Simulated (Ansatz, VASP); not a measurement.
# Two plane-wave programs on ZnS

POSCAR

```
ZnS
1.0
    0.0000000000      3.0360198112      2.1464660065
    3.0360198112      0.0000000000      2.1464660065
    3.0360198112      3.0360198112      0.0000000000
Zn S
1 1
Direct
    0.0000000000      0.0000000000      0.0000000000
    0.7500000000      0.7500000000      0.7500000000
```

File INCAR.step1:

```
SYSTEM = ZnS
PREC = Accurate
ENCUT = 520
ISMEAR = 0
SIGMA = 0.05
LREAL = .FALSE.
LASPH = .TRUE.
NELM = 60
NBANDS = 16
GGA = PE
ALGO = Normal
EDIFF = 1E-4
LWAVE = .TRUE.
LCHARG = .FALSE.
```

The input INCAR.step2:

```
SYSTEM = ZnS
PREC = Accurate
ENCUT = 520
EDIFF = 1E-6
ISMEAR = 0
SIGMA = 0.05
LREAL = .FALSE.
LASPH = .TRUE.
NELM = 60
ALGO = Normal
ISIF = 2
LWAVE = .FALSE.
LCHARG = .FALSE.
METAGGA = R2SCAN
LMIXTAU = .TRUE.
NBANDS = 16
ISTART = 1
```

Contents of KPOINTS:

```
Automatic mesh
0
G
  8 8 8
  0 0 0
```

Input for Ansatz:

```yaml
crystal:
  lattice:
    - [0.0, 3.0360198112, 2.1464660065]
    - [3.0360198112, 0.0, 2.1464660065]
    - [3.0360198112, 3.0360198112, 0.0]
  atoms:
    - { symbol: Zn, position: [0.0, 0.0, 0.0] }
    - { symbol: S, position: [0.75, 0.75, 0.75] }
basis:
  ecutwfc: 500
kpoints:
  mp_grid: { grid: [8, 8, 8] }
hamiltonian:
  xc: r2scan
scf:
  occupations: { method: gaussian, width: 0.05 }
output:
  forces: true
  stress: true
  eigenvalues: true
```

Alike in both runs: task single point; functional r2SCAN; k mesh 8 × 8 × 8; occupations gaussian, width 0.05 eV; no spin polarisation.

```csv
,VASP,Ansatz
version,VASP 6.6.1,Ansatz 0.2.0
potentials or method,"VASP PAW PBE potentials, release 64 (Zn, S), cutoff 520 eV","scalar-relativistic, plane waves, PAW"
valence electrons in the cell,18,18
```

```csv
,VASP,Ansatz,Ansatz less VASP
gap on the k mesh at the Fermi level (eV),1.83,1.83,-0.003
least direct gap on the mesh (eV),1.92,1.91,-0.006
pressure (GPa),-3.8,-3.9,-0.02
"traceless stress, the component that is largest in VASP (GPa)",6.10,6.06,-0.039
```

VASP's potentials were made for PBE, not for r2SCAN. The functional is the same, so the differences come from potentials, cutoffs and numerics.
